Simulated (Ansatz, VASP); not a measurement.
## Be in VASP and in Ansatz

```
Be
1.0
     2.26387    0.00000    0.00000
    -1.13193    1.96057    0.00000
     0.00000    0.00000    3.56306
Be
2
Direct
  0.33333 0.66667 0.25000
  0.66667 0.33333 0.75000
```

Alike in both runs: functional r2SCAN; k mesh 24 × 24 × 12; occupations gaussian, width 0.1 eV; no spin polarisation.

Ansatz relaxed the structure, and its values are those at the end. VASP's run is a single point on that final structure, the one shown.

```csv
,VASP,Ansatz
version,VASP 6.6.1,Ansatz 0.2.0
potentials or method,"VASP PAW PBE potentials, release 64 (Be), cutoff 520 eV","scalar-relativistic, plane waves, PAW"
valence electrons in the cell,4,4
```

Ansatz gave:

| Quantity | Value |
| --- | --- |
| gap on the k mesh at the Fermi level (eV) | none |
| pressure (GPa) | 0.0 |

Question: Which values does VASP return?

Answer: gap on the k mesh at the Fermi level (eV): none; pressure (GPa): 0.2.

VASP's potentials were made for PBE, not for r2SCAN. A gap of «none» marks a metal or a gap that the smearing closes. The functional is the same, so the differences come from potentials, cutoffs and numerics.
